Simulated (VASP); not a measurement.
# CoO (Fm-3m) in VASP: further runs, part 2 of 2

VASP 6.6.1. Earlier steps stand in the parts before.

## 4. Single point, PBE, collinear spin, ferromagnetic start

This run uses another cell than the first one, of 9.68 Å³/atom.

INCAR reads:

```
PREC = Accurate
ENCUT = 700
EDIFF = 1E-6
ISMEAR = 0
SIGMA = 0.011
LREAL = F
LASPH = T
NELM = 200
ALGO = Normal
ISIF = 2
LWAVE = F
LCHARG = F
ISPIN = 2
MAGMOM = 2 0
LORBIT = 11
LMAXMIX = 4
GGA = PE
NBANDS = 22
GGA_COMPAT = F
```

KPOINTS reads:

```
regular mesh
0
Gamma
  11 11 11
```

POSCAR reads:

```
CoO
1.0
    0.0000000000      2.1315000000      2.1315000000
    2.1315000000      0.0000000000      2.1315000000
    2.1315000000      2.1315000000      0.0000000000
Co O
1 1
Direct
    0.0000000000      0.0000000000      0.0000000000
    0.5000000000      0.5000000000      0.5000000000
```

Potentials or basis: VASP PAW PBE potentials, release 64 (Co_sv, O).

Launch:

```sh
> cat potpaw_PBE.64/Co_sv/POTCAR potpaw_PBE.64/O/POTCAR > POTCAR
> mpirun -np 1 vasp_std > vasp.out
```

OUTCAR:

```text
PREC = Accurate
   ENCUT = 700
   EDIFF = 1E-6
   ISMEAR = 0
   LREAL = F
   LASPH = T
   NELM = 200
   ISIF = 2
   ISPIN = 2
   LORBIT = 11
   GGA = PE

 ion  position               nearest neighbor table
   1  0.000  0.000  0.000-   2 2.13   2 2.13   2 2.13   2 2.13   2 2.13   2 2.13
   2  0.500  0.500  0.500-   1 2.13   1 2.13   1 2.13   1 2.13   1 2.13   1 2.13

  LATTYP: Found a face centered cubic cell.
 ALAT       =     4.2630000000

  Lattice vectors:

 A1 = (   0.0000000000,   2.1315000000,   2.1315000000)
 A2 = (   2.1315000000,   0.0000000000,   2.1315000000)
 A3 = (   2.1315000000,   2.1315000000,   0.0000000000)

Analysis of symmetry for initial positions (statically):
=====================================================================
 Subroutine PRICEL returns:
 Original cell was already a primitive cell.

 Routine SETGRP: Setting up the symmetry group for a
 face centered cubic supercell.

 Subroutine GETGRP returns: Found 48 space group operations
 (whereof 48 operations were pure point group operations)
 out of a pool of 48 trial point group operations.

The static configuration has the point symmetry O_h .

Analysis of symmetry for dynamics (positions and initial velocities):
=====================================================================
 Subroutine PRICEL returns:
 Original cell was already a primitive cell.

 Routine SETGRP: Setting up the symmetry group for a
 face centered cubic supercell.

 Subroutine GETGRP returns: Found 48 space group operations
 (whereof 48 operations were pure point group operations)
 out of a pool of 48 trial point group operations.

The dynamic configuration has the point symmetry O_h .

Analysis of structural, dynamic, and magnetic symmetry:
=====================================================================
 Subroutine PRICEL returns:
 Original cell was already a primitive cell.

 Routine SETGRP: Setting up the symmetry group for a
 face centered cubic supercell.

 Subroutine GETGRP returns: Found 48 space group operations
 (whereof 48 operations were pure point group operations)
 out of a pool of 48 trial point group operations.

The overall configuration has the point symmetry O_h .

 Subroutine INISYM returns: Found 48 space group operations
 (whereof 48 operations are pure point group operations),
 and found     1 'primitive' translations

----------------------------------------------------------------------------------------

                                     Primitive cell

  volume of cell :      19.3681

  direct lattice vectors                    reciprocal lattice vectors
     0.000000000  2.131500000  2.131500000    -0.234576589  0.234576589  0.234576589
     2.131500000  0.000000000  2.131500000     0.234576589 -0.234576589  0.234576589
     2.131500000  2.131500000  0.000000000     0.234576589  0.234576589 -0.234576589

  length of vectors
     3.014396208  3.014396208  3.014396208     0.406298571  0.406298571  0.406298571

  position of ions in fractional coordinates (direct lattice)
     0.000000000  0.000000000  0.000000000
     0.500000000  0.500000000  0.500000000

  ion indices of the primitive-cell ions
[... 65 lines left out ...]
 SYSTEM =  unknown system
   PREC   = accura    normal or accurate (medium, high low for compatibility)
   ISTART =      0    job   : 0-new  1-cont  2-samecut
   ICHARG =      2    charge: 1-file 2-atom 10-const
   ISPIN  =      2    spin polarized calculation?
   LNONCOLLINEAR =      F non collinear calculations
   LSORBIT =      F    spin-orbit coupling
   LASPH  =      T    aspherical Exc in radial PAW
   ENCUT  =  700.0 eV  51.45 Ry    7.17 a.u.   6.50  6.50  6.50*2*pi/ulx,y,z
   NELM   =    200;   NELMIN=  2; NELMDL= -5     # of ELM steps
   EDIFF  = 0.1E-05   stopping-criterion for ELM
   LREAL  =      F    real-space projection
   EDIFFG = 0.1E-04   stopping-criterion for IOM
   NSW    =      0    number of steps for IOM
   IBRION =     -1    ionic relax: 0-MD 1-quasi-New 2-CG
   NFREE  =      0    steps in history (QN), initial steepest desc. (CG)
   ISIF   =      2    stress and relaxation
   ISYM   =      2    0-nonsym 1-usesym 2-fastsym
   POTIM  = 0.5000    time-step for ionic-motion
   TEBEG  =    0.0;   TEEND  =   0.0 temperature during run
   PSTRESS=    0.0 pullay stress
   NELECT =      23.0000    total number of electrons
   NUPDOWN=      -1.0000    fix difference up-down
   EMIN   =  10.00;   EMAX   =-10.00  energy-range for DOS
   EFERMI =   0.00;   METHOD = LEGACY
   ISMEAR =     0;   SIGMA  =   0.01  broadening in eV -4-tet -1-fermi 0-gaus
   EFERMI_NEDOS =   21; number of points for ismear=-14 and -15
   IALGO  =     38    algorithm
   IMIX   =      4    mixing-type and parameters
     AMIX     =   0.40;   BMIX     =  1.00
     AMIX_MAG =   1.60;   BMIX_MAG =  1.00
  volume/ion in A,a.u.               =       9.68        65.35
  Fermi-wavevector in a.u.,A,eV,Ry     =   1.733626  3.276078 40.891759  3.005460
  Thomas-Fermi vector in A             =   2.807577
   LORBIT       =     11    0 simple, 1 ext, 2 COOP (PROOUT), +10 PAW based schemes
   GGA     = PE    functional components
   LHFCALC =     F    Hartree Fock is set to
   AEXX    =    0.0000 exact exchange contribution
   IVDW    =     0    specifies the selected vdW correction
   LEPSILON=     F    determine dielectric tensor
   LRPA    =     F    only Hartree local field effects (RPA)
 spin polarized calculation
 Gauss-broadening in eV      SIGMA  =   0.01
  energy-cutoff  :      700.00
  volume of cell :       19.37
 maximum number of plane-waves:       869
 NGX is ok and might be reduce to    28
   NGX = 13   NGY = 13   NGZ = 13

 number of electron      23.0000015 magnetization       2.9809405

 Free energy of the ion-electron system (eV)
  ---------------------------------------------------
  ext. energy  EPLUGINS =         0.00000000
  ---------------------------------------------------
  free energy    TOTEN  =       -13.12982313 eV

  energy without entropy =      -13.12958931  energy(sigma->0) =      -13.12970622

 E-fermi :   8.9096     XC(G=0): -12.6781

 val. band max:        8.9093636903   @ k =  -0.2727   0.1818   0.0000
 cond. band min:       8.9133028489   @ k =  -0.1818   0.2727   0.0909
 fundamental gap:      0.0039391586
 Fermi energy:         8.9096333956

 spin component 1

 k-point     1 :       0.0000    0.0000    0.0000
  band No.  band energies     occupation
      1     -88.0571      1.00000
      2     -51.3056      1.00000
      3     -51.3056      1.00000
      4     -51.3056      1.00000
      5     -11.3267      1.00000
      6       5.5764      1.00000
[... 589 lines left out ...]
     21      36.4893      0.00000
     22      38.2761      0.00000

 [... further k-points ...]

 spin component 2

 k-point     1 :       0.0000    0.0000    0.0000
  band No.  band energies     occupation
      1     -84.9480      1.00000
      2     -48.2708      1.00000
      3     -48.2707      1.00000
      4     -48.2707      1.00000
      5     -10.7996      1.00000
      6       6.3216      1.00000
[... 589 lines left out ...]
     21      37.1016      0.00000
     22      38.8418      0.00000

 [... further k-points ...]

------------------------ aborting loop because EDIFF is reached ----------------------------------------

  FORCE on cell =-STRESS in cart. coord.  units (eV):
  Direction    XX          YY          ZZ          XY          YZ          ZX
  --------------------------------------------------------------------------------------
  -------------------------------------------------------------------------------------
  Total       -0.3628720     -0.3628720     -0.3628720     -0.0000000      0.0000000      0.0000000
  in kB      -30.0177427    -30.0177427    -30.0177427     -0.0000000      0.0000000      0.0000000
  external PRESSURE =     -30.0177427 kB  Pullay stress =       0.0000000 kB

 VOLUME and BASIS-vectors are now :
 -----------------------------------------------------------------------------
  energy-cutoff  :      700.00
  volume of cell :       19.37
      direct lattice vectors                 reciprocal lattice vectors
     0.000000000  2.131500000  2.131500000    -0.234576589  0.234576589  0.234576589
     2.131500000  0.000000000  2.131500000     0.234576589 -0.234576589  0.234576589
     2.131500000  2.131500000  0.000000000     0.234576589  0.234576589 -0.234576589

 POSITION                                       TOTAL-FORCE (eV/Angst)
 -----------------------------------------------------------------------------------
      0.00000      0.00000      0.00000         0.000000      0.000000      0.000000
      2.13150      2.13150      2.13150        -0.000000     -0.000000     -0.000000
 -----------------------------------------------------------------------------------
    total drift:                                0.000000      0.000000      0.000000

  FREE ENERGIE OF THE ION-ELECTRON SYSTEM (eV)
  ---------------------------------------------------
  free  energy   TOTEN  =       -13.1298231279 eV

  energy  without entropy=      -13.1295893072  energy(sigma->0) =      -13.12970622

 total charge

# of ion       s       p       d       tot
------------------------------------------
    1        2.141   6.062   6.664  14.868
    2        1.551   3.431   0.000   4.982
--------------------------------------------------
tot          3.692   9.493   6.664  19.850

 magnetization (x)

# of ion       s       p       d       tot
------------------------------------------
    1        0.014   0.010   2.536   2.560
    2        0.029   0.287   0.000   0.316
--------------------------------------------------
tot          0.043   0.297   2.536   2.876
```

OSZICAR:

```text
N       E                     dE             d eps       ncg     rms          rms(c)
DAV:   1     0.264716817903E+03    0.26472E+03   -0.14782E+04  6402   0.292E+03
DAV:   2    -0.394766990418E+01   -0.26866E+03   -0.25547E+03  7412   0.729E+02
DAV:   3    -0.155439577027E+02   -0.11596E+02   -0.11458E+02  7022   0.125E+02
DAV:   4    -0.156553087048E+02   -0.11135E+00   -0.11132E+00  5770   0.107E+01
DAV:   5    -0.156593408032E+02   -0.40321E-02   -0.40320E-02  7074   0.223E+00    0.176E+01
DAV:   6    -0.144376421034E+02    0.12217E+01   -0.19793E+01  7900   0.864E+01    0.278E+01
DAV:   7    -0.131880366934E+02    0.12496E+01   -0.71581E+00  6956   0.603E+01    0.856E+00
DAV:   8    -0.131403528176E+02    0.47684E-01   -0.33022E-01  7422   0.750E+00    0.539E+00
DAV:   9    -0.131435063499E+02   -0.31535E-02   -0.16040E-01  9230   0.562E+00    0.292E+00
DAV:  10    -0.131321383505E+02    0.11368E-01   -0.42774E-02  7796   0.386E+00    0.803E-01
DAV:  11    -0.131297539618E+02    0.23844E-02   -0.16466E-02  8478   0.206E+00    0.361E-01
DAV:  12    -0.131298202633E+02   -0.66301E-04   -0.13488E-03  6572   0.420E-01    0.132E-01
DAV:  13    -0.131298181458E+02    0.21175E-05   -0.25117E-04  6612   0.132E-01    0.449E-02
DAV:  14    -0.131298235641E+02   -0.54183E-05   -0.11372E-05  6340   0.482E-02    0.276E-02
DAV:  15    -0.131298231279E+02    0.43617E-06   -0.41712E-06  5944   0.429E-02
   1 F= -.13129823E+02 E0= -.13129706E+02  d E =-.233821E-03  mag=     2.9815
```

Run time: 55 s. Hardware: 1 thread of Intel Xeon Platinum 8488C (Sapphire Rapids), shared host; peak memory 0.2 GiB.

What came out:

```yaml
Free_energy: -13.1298 eV
Pressure: -3.0 GPa
Band_gap_on_the_k_mesh: zero (filled and empty bands overlap)
Net_moment: 2.98 μB per cell
Site_moments: Co +2.56; O +0.32 μB
Valence_electrons_inside_the_program's_atomic_spheres: Co 14.87; O 4.98
```

Caveat: the cell stands under tension; a cell with one magnetic atom can't hold antiferromagnetic order, which such compounds often take; semilocal functionals often make such compounds metallic where correlation or magnetic order opens a gap, which also shifts bond lengths. With open d or f shells a metallic result of PBE can be an artefact of self-interaction; +U or a hybrid may open a gap.

## 5. Overview

| level | cell | k mesh | smearing | gap on the mesh (eV) | pressure (GPa) | moment (μB) |
| --- | --- | --- | --- | --- | --- | --- |
| revPBE+D4 | a = 2.991 Å, angles 60.0°, 2 atoms | 11 × 11 × 11 | fermi-dirac 0.05 eV | none | -1.1 | 2.89 |
| PBE | a = 3.014 Å, angles 60.0°, 2 atoms | 6 × 6 × 6 | fermi-dirac 0.05 eV | none | -4.2 | 2.79 |
| PBE | a = 3.014 Å, angles 60.0°, 2 atoms | 11 × 11 × 11 | gaussian 0.011 eV | none | -3.0 | 2.98 |

Alike in all rows: task single point; potentials or basis VASP PAW PBE potentials, release 64 (Co_sv, O); spin collinear, ferromagnetic start; cutoff (eV) 700.

Caveats: some runs use coarse meshes; a cell with one magnetic atom can't hold antiferromagnetic order, which such compounds often take; semilocal functionals often make such compounds metallic where correlation or magnetic order opens a gap, which also shifts bond lengths; the PAW data sets were made with another functional, which shifts forces and pressure a little (at least some runs); the cell stands under tension (at least some runs).

Absolute energies hang on the potentials; compare differences alone.

The gap in the log of VASP goes by the Fermi energy; the results here count the filled bands.